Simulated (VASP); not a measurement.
# TiPt3 (Pm-3m) in VASP: further runs, part 2 of 2

VASP 6.6.1. Earlier steps stand in the parts before.

## 3. Relaxation of cell and atoms, PBEsol, target pressure 3 GPa, at which the enthalpy is minimised

This run uses another cell than the first one, of 14.41 Å³/atom.

Input file INCAR:

```
ALGO = Fast ; EDIFF = 1E-7
EDIFFG = -0.008 ; ENCUT = 600
GGA = PS ; IBRION = 2
ISIF = 3 ; ISMEAR = 0
LASPH = T ; LCHARG = F
LREAL = F ; LWAVE = F
NELM = 60 ; NSW = 70
PREC = Accurate ; PSTRESS = 30.0
SIGMA = 0.1
```

Input file KPOINTS:

```
k-points
0
Gamma
  12 12 12
```

Input file POSCAR:

```
TiPt3
1.0
    3.8626994918      0.0000000000      0.0000000000
    0.0000000000      3.8626994918      0.0000000000
    0.0000000000      0.0000000000      3.8626994918
Ti Pt
1 3
Direct
    0.0000000000      0.0000000000      0.0000000000
    0.0000000000      0.5000000000      0.5000000000
    0.5000000000      0.0000000000      0.5000000000
    0.5000000000      0.5000000000      0.0000000000
```

Potentials or basis: VASP PAW PBE potentials, release 64 (Ti_sv, Pt).

The run is started by

```bash
cat potpaw_PBE.64/Ti_sv/POTCAR potpaw_PBE.64/Pt/POTCAR > POTCAR
mpirun -np 1 vasp_std > vasp.out
```

OUTCAR:

```text
EDIFF = 1E-7
   EDIFFG = -0.008
   ENCUT = 600
   GGA = PS
   IBRION = 2
   ISIF = 3
   ISMEAR = 0
   LASPH = T
   LREAL = F
   NELM = 60
   NSW = 70
   PREC = Accurate
   PSTRESS = 30.0

 ion  position               nearest neighbor table
   1  0.000  0.000  0.000-   2 2.73   3 2.73   4 2.73   2 2.73   3 2.73   2 2.73   4 2.73   2 2.73
                             3 2.73   4 2.73   3 2.73   4 2.73
   2  0.000  0.500  0.500-   1 2.73   3 2.73   4 2.73   1 2.73   4 2.73   1 2.73   3 2.73   1 2.73
                             3 2.73   4 2.73   4 2.73   3 2.73
   3  0.500  0.000  0.500-   1 2.73   2 2.73   4 2.73   1 2.73   4 2.73   2 2.73   4 2.73   4 2.73
                             1 2.73   2 2.73   1 2.73   2 2.73
   4  0.500  0.500  0.000-   1 2.73   2 2.73   3 2.73   2 2.73   3 2.73   1 2.73   3 2.73   3 2.73
                             1 2.73   2 2.73   2 2.73   1 2.73

  LATTYP: Found a simple cubic cell.
 ALAT       =     3.8626994918

[... 273 lines left out ...]
  free energy    TOTEN  =       -32.75553923 eV

  energy without entropy =      -32.75075219  energy(sigma->0) =      -32.75314571

 E-fermi :  11.8597     XC(G=0): -13.4792

 val. band max:       11.8497188526   @ k =   0.4167   0.0833   0.0833
 cond. band min:      11.8788080248   @ k =   0.4167   0.0833   0.0000
 fundamental gap:      0.0290891722
 Fermi energy:        11.8597099205

 k-point     1 :       0.0000    0.0000    0.0000
  band No.  band energies     occupation
      1     -46.0654      2.00000
      2     -22.3893      2.00000
      3     -22.3893      2.00000
      4     -22.3893      2.00000
      5       1.4967      2.00000
      6       4.3230      2.00000
[... 661 lines left out ...]
     24      12.5563      0.00000
     25      12.6456      0.00000

 [... further k-points ...]

------------------------ aborting loop because EDIFF is reached ----------------------------------------

  FORCE on cell =-STRESS in cart. coord.  units (eV):
  Direction    XX          YY          ZZ          XY          YZ          ZX
  --------------------------------------------------------------------------------------
  -------------------------------------------------------------------------------------
  Total        1.0668303      1.0668303      1.0668303     -0.0000000      0.0000000     -0.0000000
  in kB       29.1599052     29.1599052     29.1599052     -0.0000000      0.0000000     -0.0000000
  external PRESSURE =      -0.8400948 kB  Pullay stress =      30.0000000 kB
[... 23 lines left out ...]
  energy  without entropy=      -32.7507521881  energy(sigma->0) =      -32.75314571

  enthalpy is  TOTEN    =       -31.6579736302 eV   P V=        1.0975656017

 reached required accuracy - stopping structural energy minimisation
```

CONTCAR:

```text
TiPt3
   1.00000000000000
     3.8845430462740587   -0.0000000000000000    0.0000000000000000
     0.0000000000000000    3.8845430462740587    0.0000000000000000
    -0.0000000000000000   -0.0000000000000000    3.8845430462740587
  Ti              Pt
     1     3
Direct
     0.0000000000000000    0.0000000000000000    0.0000000000000000
     0.0000000000000000    0.5000000000000000    0.5000000000000000
     0.5000000000000000    0.0000000000000000    0.5000000000000000
     0.5000000000000000    0.5000000000000000    0.0000000000000000

  0.00000000E+00  0.00000000E+00  0.00000000E+00
  0.00000000E+00  0.00000000E+00  0.00000000E+00
  0.00000000E+00  0.00000000E+00  0.00000000E+00
  0.00000000E+00  0.00000000E+00  0.00000000E+00
```

Wall time 5.3 min (1 thread of Intel Xeon 6975P-C (Granite Rapids), shared host); peak memory 0.29 GiB.

Results:

```
Free energy                                                : -32.7555 eV
Relaxed volume                                             : 14.65 Å³/atom
Relaxed cell                                               : a = 3.885 Å, b = 3.885 Å, c = 3.885 Å, α = 90.00°, β = 90.00°, γ = 90.00°
Space group after relaxing (to 0.1 Å)                      : Pm-3m (No. 221)
Energy change on relaxing (the run minimises the enthalpy) : -8.2 meV/atom
Ionic steps                                                : 3
Pressure after relaxing                                    : 2.9 GPa
Band gap on the k mesh                                     : zero (bands 21 and 22 overlap by 1.87 eV)
```

The path:
```tsv
step	energy change (eV)	largest force (eV/Å)	pressure (GPa)	volume (Å³)
1	0.0000	0.0000	7.89	57.63
2	0.0217	0.0000	-8.69	61.38
3	-0.0329	0.0000	2.92	58.62
```

Final structure:
```xyz
4
Lattice="3.8845 0.0000 0.0000 0.0000 3.8845 0.0000 0.0000 0.0000 3.8845" Properties=species:S:1:pos:R:3 pbc="T T T"
Ti    0.0000    0.0000    0.0000
Pt    0.0000    1.9423    1.9423
Pt    1.9423    0.0000    1.9423
Pt    1.9423    1.9423    0.0000
```

Caveat: the cell is relaxed towards a set pressure, so the run minimises the enthalpy, not the energy; the PAW data sets were made with another functional, which shifts forces and pressure a little; spin-orbit coupling is left out, which moves the levels of the heavy elements. Zero-point motion and thermal expansion aren't in these numbers.

The gap in the log of VASP goes by the Fermi energy; the results here count the filled bands.